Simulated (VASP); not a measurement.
# Zn4HO4 (a cell with a defect) in VASP: a series of runs, part 2 of 3

VASP 6.6.1. Earlier steps stand in the parts before.

### Step 3. Single point, PBEsol

Contents of INCAR:

```
SYSTEM = Zn4HO4
PREC = Accurate
ENCUT = 1000
EDIFF = 1E-6
ISMEAR = 0
SIGMA = 0.05
LREAL = .False.
LASPH = .True.
NELM = 120
ALGO = Normal
ISIF = 2
LWAVE = .False.
LCHARG = .False.
GGA = PS
NBANDS = 46
GGA_COMPAT = .False.
```

Contents of KPOINTS:

```
regular mesh
0
Gamma
  4 4 8
  0 0 0
```

Contents of POSCAR:

```
Zn4HO4
1.0
    5.5148137916      0.0000000000      0.0000000000
    0.0000000000      5.5148137916      0.0000000000
    0.0000000000      0.0000000000      3.2430062931
Zn O H
4 4 1
Direct
    0.1820657240      0.1820657240      0.5000000000
    0.8179342760      0.8179342760      0.5000000000
    0.6820657240      0.3179342760      0.0000000000
    0.3179342760      0.6820657240      0.0000000000
    0.8180023132      0.1819976868      0.5000000000
    0.1819976868      0.8180023132      0.5000000000
    0.6819976868      0.6819976868      0.0000000000
    0.3180023132      0.3180023132      0.0000000000
    1.0000405349     -0.3180023132      0.5000000000
```

Potentials or basis: VASP PAW PBE potentials, release 64 (Zn, O_h, H_h).

Run with:

```
> cat potpaw_PBE.64/Zn/POTCAR potpaw_PBE.64/O_h/POTCAR potpaw_PBE.64/H_h/POTCAR > POTCAR
> mpirun -np 1 vasp_std > vasp.out
```

Wall time 10 min (1 thread of Intel Xeon Platinum 8259CL at 2.50GHz (Skylake/Cascade Lake), shared host); peak memory 0.66 GiB.

The run converged. Its results:

| Property | Result |
| --- | --- |
| Free energy | -37.9321 eV |
| Pressure | 13.3 GPa |
| Largest force | 9.241 eV/Å |
| Band gap on the k mesh | zero (an odd number of electrons rules out a gap without spin polarisation) |

Forces in eV/Å, atoms in the order of the input:
```
Zn  -0.107  0.805  0.000
Zn  -7.654  5.178  0.000
Zn   0.067  0.048  0.000
Zn   0.986 -0.658  0.000
O   -0.036 -0.595  0.000
O    1.197  0.038  0.000
O   -0.625  0.182  0.000
O   -0.004  0.037  0.000
H    6.177 -5.034  0.000
```

Stress tensor (GPa, compression positive):
```
21.12 -8.25  0.00
-8.25 10.42  0.00
 0.00  0.00  8.49
```

Levels at points of the mesh, in eV from the Fermi level:
```csv
k point,band 32,band 33,band 34,band 35,band 36,band 37,band 38,band 39,band 40,band 41
"(0.00, 0.00, 0.00)",-3.66,-3.49,-2.94,-2.79,-2.61,-2.50,1.43,2.42,3.35,4.08
"(0.50, 0.00, 0.00)",-4.22,-3.55,-3.21,-3.10,-2.95,-0.29,0.33,2.02,3.15,5.07
"(0.00, 0.50, 0.00)",-4.03,-3.73,-3.46,-2.93,-2.82,-0.78,0.47,2.66,3.07,3.78
"(0.50, 0.50, 0.00)",-3.84,-3.60,-3.42,-3.41,-3.34,-0.11,1.43,1.56,1.77,4.22
"(0.00, 0.00, 0.50)",-4.75,-4.52,-4.33,-4.05,-3.94,0.88,2.88,3.95,5.01,5.13
"(0.50, 0.00, 0.50)",-4.67,-4.45,-4.17,-3.80,-3.61,0.49,3.07,3.58,3.75,4.85
"(0.00, 0.50, 0.50)",-4.48,-4.44,-4.12,-3.90,-3.63,0.67,2.93,3.15,3.88,4.39
"(0.50, 0.50, 0.50)",-4.30,-3.99,-3.95,-3.93,-3.80,-0.01,2.43,3.07,3.12,4.33
```

Caveat: the PAW data sets were made with another functional, which shifts forces and pressure a little; an odd number of electrons without spin polarisation forces a metal; a magnetic or distorted state may lie lower.

### Step 4. Single point, PBEsol

Contents of INCAR:

```
SYSTEM = Zn4HO4
ALGO = Normal
EDIFF = 1E-6
ENCUT = 1000
GGA = PS
GGA_COMPAT = .False.
ISIF = 2
ISMEAR = 0
LASPH = .True.
LCHARG = .False.
LREAL = .False.
LWAVE = .False.
NBANDS = 46
NELM = 120
PREC = Accurate
SIGMA = 0.05
```

Contents of KPOINTS:

```
k-points
0
Gamma
  4 4 8
  0 0 0
```

POSCAR, as its differences from that of step 3:

```diff
@@ -16,2 +16,2 @@
     0.3180023132      0.3180023132      0.0000000000
-    1.0000405349     -0.3180023132      0.5000000000
+    1.0000405349     -0.7180023132      0.5000000000
```

Potentials or basis: VASP PAW PBE potentials, release 64 (Zn, O_h, H_h).

Run with:

```
> cat potpaw_PBE.64/Zn/POTCAR potpaw_PBE.64/O_h/POTCAR potpaw_PBE.64/H_h/POTCAR > POTCAR
> mpirun -np 1 vasp_std > vasp.out
```

OUTCAR:

```text
SYSTEM = Zn4HO4
   EDIFF = 1E-6
   ENCUT = 1000
   GGA = PS
   ISIF = 2
   ISMEAR = 0
   LASPH = .True.
   LREAL = .False.
   NELM = 120
   PREC = Accurate

 ion  position               nearest neighbor table
   1  0.182  0.182  0.500-   9 1.15   8 1.94   8 1.94   6 2.01   5 2.01   2 2.84
   2  0.818  0.818  0.500-   7 1.94   7 1.94   5 2.01   6 2.01   1 2.84
   3  0.682  0.318  0.000-   5 1.94   5 1.94   8 2.01   7 2.01   4 2.84
   4  0.318  0.682  0.000-   6 1.94   6 1.94   8 2.01   7 2.01   3 2.84
   5  0.818  0.182  0.500-   9 1.15   3 1.94   3 1.94   2 2.01   1 2.01
   6  0.182  0.818  0.500-   4 1.94   4 1.94   1 2.01   2 2.01
   7  0.682  0.682  0.000-   2 1.94   2 1.94   4 2.01   3 2.01
   8  0.318  0.318  0.000-   1 1.94   1 1.94   4 2.01   3 2.01
   9  0.000  0.282  0.500-   1 1.15   5 1.15

  LATTYP: Found a simple tetragonal cell.
 ALAT       =     5.5148137916
 C/A-ratio  =     0.5880536344

  Lattice vectors:

 A1 = (   5.5148137916,   0.0000000000,   0.0000000000)
 A2 = (   0.0000000000,   5.5148137916,   0.0000000000)
 A3 = (   0.0000000000,   0.0000000000,   3.2430062931)

Analysis of symmetry for initial positions (statically):
=====================================================================
 Subroutine PRICEL returns:
 Original cell was already a primitive cell.

 Routine SETGRP: Setting up the symmetry group for a
 simple tetragonal supercell.

 Subroutine GETGRP returns: Found  2 space group operations
 (whereof  2 operations were pure point group operations)
 out of a pool of 16 trial point group operations.

The static configuration has the point symmetry C_1h.

Analysis of symmetry for dynamics (positions and initial velocities):
=====================================================================
 Subroutine PRICEL returns:
 Original cell was already a primitive cell.

 Routine SETGRP: Setting up the symmetry group for a
 simple tetragonal supercell.

 Subroutine GETGRP returns: Found  2 space group operations
 (whereof  2 operations were pure point group operations)
[... 143 lines left out ...]
   AEXX    =    0.0000 exact exchange contribution
   IVDW    =     0    specifies the selected vdW correction
   LEPSILON=     F    determine dielectric tensor
   LRPA    =     F    only Hartree local field effects (RPA)
 non-spin polarized calculation
 Gauss-broadening in eV      SIGMA  =   0.05
  energy-cutoff  :     1000.00
  volume of cell :       98.63
 maximum number of plane-waves:      7121
 NGX is ok and might be reduce to    60
   NGX = 29   NGY = 29   NGZ = 17

 number of electron      73.0000003 magnetization

 Free energy of the ion-electron system (eV)
  ---------------------------------------------------
  ext. energy  EPLUGINS =         0.00000000
  ---------------------------------------------------
  free energy    TOTEN  =       -36.72730567 eV

  energy without entropy =      -36.72670675  energy(sigma->0) =      -36.72700621

 E-fermi :   4.3205     XC(G=0): -11.1113

 val. band max:        4.2817618161   @ k =   0.5000   0.5000   0.0000
 cond. band min:       4.3326242383   @ k =   0.5000   0.0000   0.0000
 fundamental gap:      0.0508624222
 Fermi energy:         4.3205408932

 k-point     1 :       0.0000    0.0000    0.0000
  band No.  band energies     occupation
      1     -18.7313      2.00000
      2     -16.2660      2.00000
      3     -15.7910      2.00000
      4     -15.6341      2.00000
      5      -8.3654      2.00000
      6      -5.7506      2.00000
[... 1165 lines left out ...]
     45      10.7832      0.00000
     46      10.8332      0.00000

 [... further k-points ...]

------------------------ aborting loop because EDIFF is reached ----------------------------------------

  FORCE on cell =-STRESS in cart. coord.  units (eV):
  Direction    XX          YY          ZZ          XY          YZ          ZX
  --------------------------------------------------------------------------------------
  -------------------------------------------------------------------------------------
  Total       19.4875430      7.1966274      5.6492284     -6.8471932      0.0000000      0.0000000
  in kB      316.5615560    116.9041971     91.7677793   -111.2278815      0.0000000      0.0000000
  external PRESSURE =     175.0778441 kB  Pullay stress =       0.0000000 kB

 VOLUME and BASIS-vectors are now :
 -----------------------------------------------------------------------------
  energy-cutoff  :     1000.00
  volume of cell :       98.63
      direct lattice vectors                 reciprocal lattice vectors
     5.514813792  0.000000000  0.000000000     0.181329785  0.000000000  0.000000000
     0.000000000  5.514813792  0.000000000     0.000000000  0.181329785  0.000000000
     0.000000000  0.000000000  3.243006293     0.000000000  0.000000000  0.308355862

 POSITION                                       TOTAL-FORCE (eV/Angst)
 -----------------------------------------------------------------------------------
      1.00406      1.00406      1.62150        13.519463     -6.985730      0.000000
      4.51076      4.51076      1.62150         0.103749     -0.904680      0.000000
      3.76147      1.75335      0.00000        -1.038341      0.793024      0.000000
      1.75335      3.76147      0.00000        -0.053514      0.007926      0.000000
      4.51113      1.00368      1.62150        -1.586696     -0.160131      0.000000
      1.00368      4.51113      1.62150        -0.022523      0.488624      0.000000
      3.76109      3.76109      0.00000         0.043932     -0.035083      0.000000
      1.75372      1.75372      0.00000         0.488373     -0.171035      0.000000
      0.00022      1.55516      1.62150       -11.454443      6.967083      0.000000
 -----------------------------------------------------------------------------------
    total drift:                                0.000475      0.000359     -0.000000

  FREE ENERGIE OF THE ION-ELECTRON SYSTEM (eV)
  ---------------------------------------------------
  free  energy   TOTEN  =       -36.7273056674 eV

  energy  without entropy=      -36.7267067473  energy(sigma->0) =      -36.72700621
```

OSZICAR:

```text
N       E                     dE             d eps       ncg     rms          rms(c)
DAV:   1     0.105008105816E+04    0.10501E+04   -0.51282E+04  4628   0.350E+03
DAV:   2     0.194818756099E+03   -0.85526E+03   -0.82006E+03  4600   0.782E+02
DAV:   3    -0.164239693379E+02   -0.21124E+03   -0.20287E+03  5456   0.273E+02
DAV:   4    -0.418724172346E+02   -0.25448E+02   -0.25005E+02  5320   0.978E+01
DAV:   5    -0.426120039112E+02   -0.73959E+00   -0.73739E+00  5286   0.180E+01    0.218E+01
DAV:   6    -0.362783385729E+02    0.63337E+01   -0.14224E+01  8246   0.806E+01    0.142E+01
DAV:   7    -0.368998303588E+02   -0.62149E+00   -0.87161E+00  4966   0.209E+01    0.847E+00
DAV:   8    -0.368469456393E+02    0.52885E-01   -0.18404E+00  7514   0.182E+01    0.339E+00
DAV:   9    -0.367329623071E+02    0.11398E+00   -0.43422E-01  7256   0.114E+01    0.116E+00
DAV:  10    -0.367258244446E+02    0.71379E-02   -0.16269E-01  5924   0.258E+00    0.266E-01
DAV:  11    -0.367273548736E+02   -0.15304E-02   -0.18035E-02  5468   0.142E+00    0.157E-01
DAV:  12    -0.367272815703E+02    0.73303E-04   -0.19397E-03  6690   0.917E-01    0.936E-02
DAV:  13    -0.367273109827E+02   -0.29412E-04   -0.59852E-04  6400   0.286E-01    0.388E-02
DAV:  14    -0.367273032071E+02    0.77756E-05   -0.12588E-04  6314   0.175E-01    0.165E-02
DAV:  15    -0.367273049100E+02   -0.17030E-05   -0.51873E-05  6060   0.606E-02    0.692E-03
DAV:  16    -0.367273056674E+02   -0.75735E-06   -0.61212E-06  5110   0.290E-02
   1 F= -.36727306E+02 E0= -.36727006E+02  d E =-.598920E-03
```

Run time: 6.7 min. Hardware: 1 thread of Intel Xeon Platinum 8488C (Sapphire Rapids), shared host; peak memory 0.66 GiB.

Results:

```
Free energy            : -36.7273 eV
Pressure               : 17.5 GPa
Largest force          : 15.218 eV/Å
Band gap on the k mesh : zero (an odd number of electrons rules out a gap without spin polarisation)
```

Forces on the atoms (eV/Å):
```
Zn   13.519  -6.986   0.000
Zn    0.104  -0.905   0.000
Zn   -1.038   0.793   0.000
Zn   -0.054   0.008   0.000
O    -1.587  -0.160   0.000
O    -0.023   0.489   0.000
O     0.044  -0.035   0.000
O     0.488  -0.171   0.000
H   -11.454   6.967   0.000
```

Caveat: the PAW data sets were made with another functional, which shifts forces and pressure a little; an odd number of electrons without spin polarisation forces a metal; a magnetic or distorted state may lie lower.

(Continued in part 3 of 3.)

The gap in the log of VASP goes by the Fermi energy; the results here count the filled bands.